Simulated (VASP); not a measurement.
A run of VASP 6.6.1 is set up as follows.

File INCAR:

```
  PREC = Accurate
  ENCUT = 600
  EDIFF = 1E-6
  ISMEAR = 0
  SIGMA = 0.1
  LREAL = F
  LASPH = T
  NELM = 80
  ALGO = Normal
  ISIF = 3
  LWAVE = F
  LCHARG = F
  GGA = PE
  IBRION = 2
  NSW = 100
  EDIFFG = -0.01
```

The input KPOINTS:

```
Automatic mesh
0
Gamma
  6 6 6
```

Contents of POSCAR:

```
Mg3TiN3
1.0
    3.0584571295      1.7658010470      2.5031091055
   -3.0584571295      1.7658010470      2.5031091055
    0.0000000000     -3.5316020940      2.5031091055
Mg Ti N
3 1 3
Direct
    0.5015254679      0.9968584204      0.5015254679
    0.9968584204      0.5015254679      0.5015254679
    0.5015254679      0.5015254679      0.9968584204
    0.0234833994      0.0234833994      0.0234833994
    0.9963984913      0.4838850727      0.9963984913
    0.4838850727      0.9963984913      0.9963984913
    0.9963984913      0.9963984913      0.4838850727
```

Potentials or basis: VASP PAW PBE potentials, release 64 (Mg, Ti_sv, N).

Command:

```console
$ cat potpaw_PBE.64/Mg/POTCAR potpaw_PBE.64/Ti_sv/POTCAR potpaw_PBE.64/N/POTCAR > POTCAR
$ mpirun -np 1 vasp_std > vasp.out
```

(1) Predict the relaxed volume.

(2) Predict the relaxed cell.

(3) What does it give for the space group after relaxing (to 0.05 Å)?

Results:

(1) 11.53 Å³/atom.

(2) a = 4.322 Å, b = 4.322 Å, c = 4.322 Å, α = 89.92°, β = 89.92°, γ = 89.92°.

(3) R3m (No. 160).
